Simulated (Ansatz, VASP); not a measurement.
**GeCl5: VASP beside Ansatz**

```xyz
6
Lattice="0.0000 4.0506 4.0506 4.0506 0.0000 4.0506 4.0506 4.0506 0.0000" Properties=species:S:1:pos:R:3 pbc="T T T"
Ge    0.0000    0.0000    0.0000
Cl    5.0642    3.0371    3.0371
Cl    5.0642    5.0642    5.0642
Cl    3.0371    5.0642    3.0371
Cl    3.0371    3.0371    5.0642
Cl    2.0253    2.0253    2.0253
```

Change from the starting cell: species swapped into the Be5Au type (F-43m, No. 216).

Alike in both runs: functional PBE; k mesh 4 × 4 × 4; occupations gaussian, width 0.1 eV; no spin polarisation.

Ansatz relaxed the structure, and its values are those at the end. VASP's run is a single point on that final structure, the one shown.

|  | VASP | Ansatz |
| --- | --- | --- |
| version | VASP 6.6.1 | Ansatz 0.2.0 |
| potentials or method | VASP PAW PBE potentials, release 64 (Ge_d, Cl), cutoff 520 eV | scalar-relativistic, plane waves, PAW |
| valence electrons in the cell | 49 | 49 |

|  | VASP | Ansatz | Ansatz less VASP |
| --- | --- | --- | --- |
| gap on the k mesh at the Fermi level (eV) | none | none | - |
| pressure (GPa) | -0.1 | 0.0 | +0.10 |
| rms of the force components (eV/Å) | 0.012 | 0.012 | -0.0001 |

A gap of «none» marks a metal or a gap that the smearing closes. The functional is the same, so the differences come from potentials, cutoffs and numerics.
